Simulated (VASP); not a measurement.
Write the native input for VASP 6.6.1 that does the following.

```
Task                   : single point
Functional             : LDA
Potentials or basis    : VASP PAW LDA potentials, release 64 (Ag, Rh_pv)
Cutoff                 : 520 eV
k mesh                 : 11 × 11 × 6
Occupations            : fermi-dirac, width 0.05 eV
Spin                   : no spin polarisation
Dipole correction      : no
Further INCAR settings : ALGO = Normal; EDIFF = 1e-06; NBANDS = 20
```

The structure of AgRh lies in POSCAR:

```
AgRh
1.0
    2.8320645439      0.0000000000      0.0000000000
   -1.4160322720      2.4526398402      0.0000000000
    0.0000000000      0.0000000000      4.9029122571
Ag Rh
1 1
Direct
    0.0000000000      0.0000000000      0.5000000000
    0.6666666667      0.3333333333      0.0000000000
```

One way to write it, as run:

INCAR

```
PREC = Accurate
ENCUT = 520
EDIFF = 1E-6
ISMEAR = -1
SIGMA = 0.05
LREAL = F
LASPH = T
NELM = 80
ALGO = Normal
ISIF = 2
LWAVE = F
LCHARG = F
GGA = CA
NBANDS = 20
```

KPOINTS

```
Automatic mesh
0
Gamma
  11 11 6
```

Potentials or basis: VASP PAW LDA potentials, release 64 (Ag, Rh_pv).

Launch:

```sh
$ cat potpaw_LDA.64/Ag/POTCAR potpaw_LDA.64/Rh_pv/POTCAR > POTCAR
$ mpirun -np 1 vasp_std > vasp.out
```

Results of the run:

```json
{"Pressure": "-21.2 GPa", "Band gap on the k mesh": "zero (bands 13 and 14 overlap by 1.18 eV)"}
```

Caveat: the cell stands under tension.

Run time: 25 s on 1 thread of Intel Xeon 8259CL (shared host), peak memory 0.17 GiB.
